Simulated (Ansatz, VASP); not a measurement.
One calculation of B4Pd, two programs

```
B Pd
1.0
    -2.36629    2.36629    2.36629
     2.36629   -2.36629    2.36629
     2.36629    2.36629   -2.36629
B Pd
4 1
Direct
  0.00000 0.00000 0.50000
  0.00000 0.50000 0.00000
  0.50000 0.00000 0.00000
  0.50000 0.50000 0.50000
  0.00000 0.00000 0.00000
```

Change from the starting cell: species swapped into the MnGa4 type (Im-3m, No. 229).

Alike in both runs: functional PBE; k mesh 6 × 6 × 6; occupations gaussian, width 0.1 eV; no spin polarisation.

Ansatz relaxed the structure, and its values are those at the end. VASP's run is a single point on that final structure, the one shown.

|  | VASP | Ansatz |
| --- | --- | --- |
| version | VASP 6.6.1 | Ansatz 0.2.0 |
| potentials or method | VASP PAW PBE potentials, release 64 (B, Pd), cutoff 520 eV | scalar-relativistic, plane waves, PAW |
| valence electrons in the cell | 22 | 30 |

|  | VASP | Ansatz | Ansatz less VASP |
| --- | --- | --- | --- |
| gap on the k mesh at the Fermi level (eV) | none | none | - |
| pressure (GPa) | 0.4 | 0.4 | 0.00 |

A gap of «none» marks a metal or a gap that the smearing closes. The functional is the same, so the differences come from potentials, cutoffs and numerics. VASP's potentials hold 22 valence electrons a cell and Ansatz's 30, so a difference there can come from the potentials and not from the codes.
